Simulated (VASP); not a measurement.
## ZnS: single point with PBEsol

ZnS:

```xyz
4
Lattice="3.8572 0.0000 0.0000 -1.9286 3.3404 0.0000 0.0000 0.0000 6.1345" Properties=species:S:1:pos:R:3 pbc="T T T"
Zn    0.0000    2.2270    0.0334
Zn    1.9286    1.1135    3.1006
S     0.0000    2.2270    2.3284
S     1.9286    1.1135    5.3956
```

This cell differs from its parent crystal: in-plane strain +0.02.

```json
{
 "Program": "VASP 6.6.1",
 "Task": "single point",
 "Functional": "PBEsol",
 "Potentials or basis": "VASP PAW PBE potentials, release 64 (Zn, S)",
 "Cutoff": "520 eV",
 "k mesh": "6 × 6 × 4",
 "Occupations": "gaussian, width 0.01 eV",
 "Spin": "no spin polarisation",
 "Dipole correction": "no",
 "Further INCAR settings": "ALGO = Normal; EDIFF = 1e-06; NBANDS = 26"
}
```

The pressure is -1.7 GPa, the largest force is 0.222 eV/Å and the band gap on the k mesh is 2.09 eV, direct.

Forces on the atoms (eV/Å):
```
Zn   0.000  0.000 -0.222
Zn   0.000  0.000 -0.222
S    0.000  0.000  0.222
S    0.000  0.000  0.222
```

Stress tensor (GPa, compression positive):
```
-3.17  0.00  0.00
 0.00 -3.17  0.00
 0.00  0.00  1.29
```

Levels at points of the mesh, in eV from the valence-band top:
```csv
k point,band 16,band 17,band 18,band 19,band 20,band 21
"(0.00, 0.00, 0.00)",-0.01,-0.01,0.00,2.09,2.79,6.11
"(0.50, 0.00, 0.00)",-2.32,-1.70,-0.83,3.43,4.21,5.14
"(0.00, 0.00, 0.50)",-0.53,-0.53,-0.53,3.35,3.35,6.58
"(0.50, 0.00, 0.50)",-1.64,-1.53,-1.53,3.48,3.48,5.21
```

Wall time 38 s on 1 thread of Intel(R) Xeon(R) Platinum 8259CL CPU @ 2.50GHz (Skylake/Cascade Lake) (shared host), peak memory 0.21 GiB.

Caveat: the cell differs from its parent crystal (in-plane strain +0.02); the PAW data sets were made with another functional, which shifts forces and pressure a little.
